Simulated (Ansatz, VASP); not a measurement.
PbSe in VASP and in Ansatz

```
Pb Se
1.0
     0.00000    3.10245    3.10245
     3.10245    0.00000    3.10245
     3.10245    3.10245    0.00000
Pb Se
1 1
Cartesian
  0.0000 0.0000 0.0000
  3.1024 3.1024 3.1024
```

Change from the starting cell: volume scaled by 1.04.

Alike in both runs: task single point; functional PBE; k mesh 9 × 9 × 9; occupations fermi-dirac, width 0.01 eV; no spin polarisation.

```csv
,VASP,Ansatz
version,VASP 6.6.1,Ansatz 0.2.0
potentials or method,"VASP PAW PBE potentials, release 64 (Pb_d, Se), cutoff 520 eV","all-electron LAPW, scalar-relativistic"
```

|  | VASP | Ansatz | Ansatz less VASP |
| --- | --- | --- | --- |
| pressure (GPa) | 0.3 | 0.3 | +0.02 |

Ansatz ran all-electron here, and VASP with PAW potentials.

Spin-orbit coupling is off throughout.
